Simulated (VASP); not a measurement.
A run of VASP 6.6.1 is set up as follows.

File INCAR:

```
SYSTEM = MnO
ALGO     = Normal         ! electronic algorithm
EDIFF    = 1E-6           ! SCF threshold, eV
EDIFFG   = -0.01          ! ionic threshold
ENCUT    = 600            ! plane-wave cutoff, eV
GGA      = RP             ! functional
IBRION   = 2              ! ionic algorithm
ISIF     = 4              ! what is computed and relaxed
ISMEAR   = 0              ! smearing method
ISPIN    = 2              ! spin polarisation
LASPH    = .True.         ! aspherical terms in the spheres
LCHARG   = .False.        ! write CHGCAR
LDAU     = .True.         ! DFT+U
LDAUJ    = 0 0          
LDAUL    = 2 -1           ! shell
LDAUPRINT= 1            
LDAUTYPE = 2            
LDAUU    = 3.9 0          ! U, eV
LMAXMIX  = 4              ! l up to which the mixer works
LORBIT   = 11             ! projections on sites
LREAL    = .False.        ! projectors in reciprocal space
LWAVE    = .False.        ! write WAVECAR
MAGMOM   = 4.67 4.67 0.11 0.11 ! initial moments
NELM     = 150            ! most SCF steps
NSW      = 60             ! ionic steps
PREC     = Accurate       ! precision mode
SIGMA    = 0.05           ! smearing width, eV
```

File KPOINTS:

```
k-points
0
Gamma
  8 8 4
  0 0 0
```

File POSCAR:

```
MnO
1.0
    3.7739836525      0.0000000000      0.0000000000
   -1.8869918263      3.2683657166      0.0000000000
    0.0000000000      0.0000000000      4.6399041935
Mn O
2 2
Direct
    0.3333333333      0.6666666667     -0.0567850000
    0.6666666667      0.3333333333      0.4432150000
    0.3333333333      0.6666666667      0.4432150000
    0.6666666667      0.3333333333      0.9432150000
```

Potentials or basis: VASP PAW PBE potentials, release 64 (Mn_pv, O).

Launch:

```console
$ cat potpaw_PBE.64/Mn_pv/POTCAR potpaw_PBE.64/O/POTCAR > POTCAR
$ mpirun -np 1 vasp_std > vasp.out
```

(1) Estimate the site moments.

(2) Predict the net moment.

Results:

(1) Mn +4.64; O +0.10 μB.

(2) 10.00 μB per cell.

Caveat: only a ferromagnetic start was run, and an antiferromagnetic order may lie lower in energy.
